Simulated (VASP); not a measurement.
## AlNi3: single point with PBEsol

The system is AlNi3.

```
Al Ni
1.0
     3.51914    0.00000    0.00000
     0.00000    3.51914    0.00000
     0.00000    0.00000    3.51914
Al Ni
1 3
Direct
  0.00000 0.00000 0.00000
  0.00000 0.50000 0.50000
  0.50000 0.00000 0.50000
  0.50000 0.50000 0.00000
```

```
Program                : VASP 6.6.1
Task                   : single point
Functional             : PBEsol
Potentials or basis    : VASP PAW PBE potentials, release 64 (Al, Ni)
Cutoff                 : 520 eV
k mesh                 : 12 × 12 × 12
Occupations            : gaussian, width 0.1 eV
Spin                   : collinear spin, ferromagnetic start
Starting moments       : [0.0, 0.3, 0.3, 0.3] μB
Dipole correction      : no
Further INCAR settings : ALGO = Fast; EDIFF = 1e-06; NBANDS = 28
```

* Pressure: 0.1 GPa
* Net moment: 0.66 μB per cell
* Site moments: Al -0.01; Ni +0.23 μB
* Valence electrons inside the program's atomic spheres: Al 0.81; Ni 9.46

Levels at points of the mesh, in eV from the Fermi level:
Spin up:
| k point | band 13 | band 14 | band 15 | band 16 | band 17 | band 18 | band 19 | band 20 | band 21 | band 22 |
| --- | --- | --- | --- | --- | --- | --- | --- | --- | --- | --- |
| (0.00, 0.00, 0.00) | -0.24 | -0.04 | -0.04 | -0.04 | 0.87 | 0.87 | 0.87 | 6.75 | 6.75 | 7.64 |
| (0.50, 0.00, 0.00) | -1.25 | -1.19 | -1.06 | -0.49 | -0.04 | 5.67 | 5.67 | 5.69 | 5.69 | 6.56 |
| (0.50, 0.50, 0.00) | -1.33 | -1.22 | -0.99 | -0.98 | -0.58 | 0.91 | 0.91 | 8.32 | 8.32 | 8.43 |
| (0.50, 0.50, 0.50) | -1.32 | -1.09 | -1.09 | -0.25 | -0.23 | -0.23 | -0.23 | 3.64 | 4.18 | 4.18 |
Spin down:
```
           k point  band 13  band 14  band 15  band 16  band 17  band 18  band 19  band 20
(0.00, 0.00, 0.00)     0.02     0.34     0.34     0.34     0.85     0.85     0.85     6.83
(0.50, 0.00, 0.00)    -0.97    -0.97    -0.85    -0.30     0.34     5.73     5.73     5.74
(0.50, 0.50, 0.00)    -1.16    -1.11    -0.80    -0.63    -0.45     1.17     1.17     8.36
(0.50, 0.50, 0.50)    -1.17    -0.91    -0.91    -0.26     0.10     0.10     0.10     3.73
```

Run time: 4.7 min on 1 thread of AMD EPYC 7R13, with other jobs on the host, peak memory 0.25 GiB.

Caveat: the PAW data sets were made with another functional, which shifts forces and pressure a little.
